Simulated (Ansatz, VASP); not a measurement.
One calculation of CaI, two programs

File INCAR:

```
SYSTEM = CaI
  PREC = Accurate
  ENCUT = 520
  EDIFF = 1E-6
  ISMEAR = 1
  SIGMA = 0.1
  LREAL = .FALSE.
  LASPH = .TRUE.
  NELM = 100
  ALGO = Normal
  ISIF = 2
  LWAVE = .FALSE.
  LCHARG = .TRUE.
  GGA = PE
  LELF = .TRUE.
  LVHAR = .TRUE.
  NBANDS = 16
```

The input KPOINTS:

```
Automatic mesh
0
G
  8 8 6
  0 0 0
```

The input POSCAR:

```
CaI
1.0
    4.1742831845      0.0000000000      0.0000000000
   -2.0871415922      3.6150358190      0.0000000000
    0.0000000000      0.0000000000      4.6065360355
Ca I
1 1
Direct
    0.0000000000      0.0000000000      0.5000000000
    0.6666666667      0.3333333333      0.0000000000
```

Input for Ansatz:

```yaml
crystal:
  lattice:
    - [4.1742831844580675, 0.0, 0.0]
    - [-2.0871415922290337, 3.615035818953175, 0.0]
    - [0.0, 0.0, 4.606536035547566]
  atoms:
    - { symbol: Ca, position: [0.0, 0.0, 0.5] }
    - { symbol: I, position: [0.6666666666666666, 0.3333333333333333, 0.0] }
basis:
  ecutwfc: 500.0
kpoints:
  mp_grid:
    grid: [8, 8, 6]
hamiltonian:
  xc: pbe
scf:
  convergence:
    dr2_threshold: 1.0e-09
  occupations:
    method: cold
output:
  stress: true
```

Alike in both runs: task single point; functional PBE; k mesh 8 × 8 × 6; no spin polarisation.

|  | VASP | Ansatz |
| --- | --- | --- |
| version | VASP 6.6.1 | Ansatz 0.2.0 |
| potentials or method | VASP PAW PBE potentials, release 64 (Ca_sv, I), cutoff 520 eV | plane waves, PAW |
| occupations | methfessel-paxton of order 1, width 0.1 eV | cold |
| valence electrons in the cell | 17 | 27 |

Ansatz gave:

| Property | Result |
| --- | --- |
| pressure (GPa) | -0.5 |
| traceless stress, the component that is largest in VASP (GPa) | 0.39 |

Task: Estimate VASP's values.

Result: Pressure (GPa): -0.5; traceless stress, the component that is largest in VASP (GPa): 0.34.

VASP's potentials hold 17 valence electrons a cell and Ansatz's 27, so a difference there can come from the potentials and not from the codes. Ansatz's warnings: stress scf threshold loose.

Spin-orbit coupling is off throughout.
